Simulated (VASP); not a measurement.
Set up this calculation in VASP 6.6.1, as the native input.

```
Task                   : single point
Functional             : LDA
Potentials or basis    : VASP PAW LDA potentials, release 64 (Cu_sv_GW)
Cutoff                 : 700 eV
k mesh                 : 16 × 16 × 12
Occupations            : methfessel-paxton, width 0.1 eV
Spin                   : no spin polarisation
Dipole correction      : no
Second run             : valence_matched
Further INCAR settings : ALGO = Normal; EDIFF = 1e-06; NBANDS = 26
```

The structure of Cu lies in POSCAR:

```
Cu
1.0
    2.4931468940      0.0000000000      0.0000000000
    0.0000000000      2.4931468940      0.0000000000
    0.0000000000      0.0000000000      3.5028318642
Cu
2
Direct
    0.0000000000      0.0000000000      0.0000000000
    0.5000000000      0.5000000000      0.5000000000
```

These files were run (other wordings do the same):

INCAR

```
ALGO = Normal ; EDIFF = 1E-6
ENCUT = 700 ; GGA_COMPAT = F
ISIF = 2 ; ISMEAR = 1
LASPH = T ; LCHARG = F
LREAL = F ; LWAVE = F
NBANDS = 26 ; NELM = 120
PREC = Accurate ; SIGMA = 0.1
```

KPOINTS

```
k-points
0
Gamma
  16 16 12
```

Potentials or basis: VASP PAW LDA potentials, release 64 (Cu_sv_GW).

Launch:

```bash
$ cat potpaw_LDA.64/Cu_sv_GW/POTCAR > POTCAR
$ mpirun -np 1 vasp_std > vasp.out
```

Results of the run:

```
Pressure               : -4.5 GPa
Band gap on the k mesh : zero (band 19 reaches 14.73 eV, above the bottom of band 20 at 6.20 eV)
```

It took 3.1 min on 1 thread of Intel(R) Xeon(R) Platinum 8259CL CPU @ 2.50GHz (Skylake/Cascade Lake) (shared host), peak memory 0.35 GiB.
